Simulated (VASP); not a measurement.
Set up this calculation in VASP 6.6.1, as the native input.

```yaml
Task: single point
Functional: PBE
Potentials_or_basis: VASP PAW PBE potentials, release 64 (Ti_sv, H)
Cutoff: 520 eV
k_mesh: 10 × 10 × 1
Occupations: gaussian, width 0.1 eV
Spin: no spin polarisation
Dipole_correction: yes
Further_INCAR_settings: ALGO = Normal; EDIFF = 1e-07; NBANDS = 26
```

The structure of Ti3H lies in POSCAR:

```
Ti3H
1.0
    2.8192036097      0.0000000000      0.0000000000
   -0.9397345366      2.6579706533      0.0000000000
    0.0000000000      0.0000000000     19.8263799740
Ti H
3 1
Direct
    0.5000000000      0.5000000000      0.2017514042
    0.0000000000      0.0000000000      0.3111715134
    0.5000000000      0.5000000000      0.4199647129
    0.6666666667      0.6666666667      0.5034659092
```

These files were run (other wordings do the same):

INCAR

```
SYSTEM = Ti3H
PREC = Accurate ; ENCUT = 520
EDIFF = 1E-7 ; ISMEAR = 0
SIGMA = 0.1 ; LREAL = .FALSE.
LASPH = .TRUE. ; NELM = 100
ALGO = Normal ; ISIF = 2
LWAVE = .FALSE. ; LCHARG = .FALSE.
LDIPOL = .TRUE. ; IDIPOL = 3
DIPOL = 0.5 0.5 0.359 ; GGA = PE
NBANDS = 26
```

KPOINTS

```
regular mesh
0
G
  10 10 1
  0 0 0
```

Potentials or basis: VASP PAW PBE potentials, release 64 (Ti_sv, H).

Launch:

```sh
$ cat potpaw_PBE.64/Ti_sv/POTCAR potpaw_PBE.64/H/POTCAR > POTCAR
$ mpirun -np 1 vasp_std > vasp.out
```

Results of the run:

The largest force is 1.137 eV/Å. The band gap on the k mesh is zero (an odd number of electrons rules out a gap without spin polarisation).

Wall time 2.9 min on 1 thread of Intel(R) Xeon(R) 6975P-C (Granite Rapids), with other jobs on the host, peak memory 0.33 GiB.
